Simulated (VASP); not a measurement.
Wanted: the native input for a VASP 6.6.1 run.

| Property | Result |
| --- | --- |
| Task | single point |
| Functional | PBE |
| Potentials or basis | VASP PAW PBE potentials, release 64 (O, H, S) |
| Cutoff | 520 eV |
| k mesh | 1 × 1 × 1 |
| Occupations | fermi-dirac, width 0.05 eV |
| Spin | no spin polarisation |
| Dipole correction | no |
| Further INCAR settings | LREAL = Auto; ALGO = Normal; EDIFF = 1e-07; NBANDS = 33 |

The structure of H10SO4 lies in POSCAR:

```
H10SO4
1.0
    5.4513620000      0.0000000000      0.0000000000
    0.0000000000      5.4513620000      0.0000000000
    0.0000000000      0.0000000000      5.4513620000
O H S
4 10 1
Direct
    0.7817495885      0.3688802908      0.7246262494
    0.1787076331      0.0595997844      0.0266172014
    0.7854917725      0.7888487317      0.2231185528
    0.5240341771      0.8474212500      0.7014760715
    0.9513585779      0.3343017763      0.6623482352
    0.7846662907      0.2629984947      0.8685535835
    0.2253198375      0.2357759400      0.0954073496
    0.3028050605      0.0204536041     -0.1068907183
    0.6728226817      0.7130695045      0.1031668783
    0.9041226761      0.8776889152      0.1147419672
    0.6149105490      0.8997201066      0.5484317497
    0.6019596571      0.6844161147      0.7394849214
    0.3017961383      0.6825450227      0.4838056985
    0.0068056387      0.5886418844      0.3021263310
    0.2211557405      0.4824665836      0.3674127677
```

One way to write it, as run:

INCAR

```
ALGO = Normal ; EDIFF = 1E-7
ENCUT = 520 ; GGA = PE
ISIF = 2 ; ISMEAR = -1
LASPH = T ; LCHARG = F
LREAL = Auto ; LWAVE = F
NBANDS = 33 ; NELM = 60
PREC = Accurate ; SIGMA = 0.05
```

KPOINTS

```
k-points
0
Gamma
  1 1 1
```

Potentials or basis: VASP PAW PBE potentials, release 64 (O, H, S).

Command:

```bash
$ cat potpaw_PBE.64/O/POTCAR potpaw_PBE.64/H/POTCAR potpaw_PBE.64/S/POTCAR > POTCAR
$ mpirun -np 1 vasp_gam > vasp.out
```

Results of the run:

- Pressure: -0.4 GPa
- Largest force: 2.525 eV/Å
- Band gap on the k mesh: 4.04 eV

Caveat: the k points lie up to 1.15 Å⁻¹ apart.

It took 10 s on 1 thread of AMD EPYC 9R45 96-Core Processor (Zen 5), with other jobs on the host, peak memory 0.2 GiB.
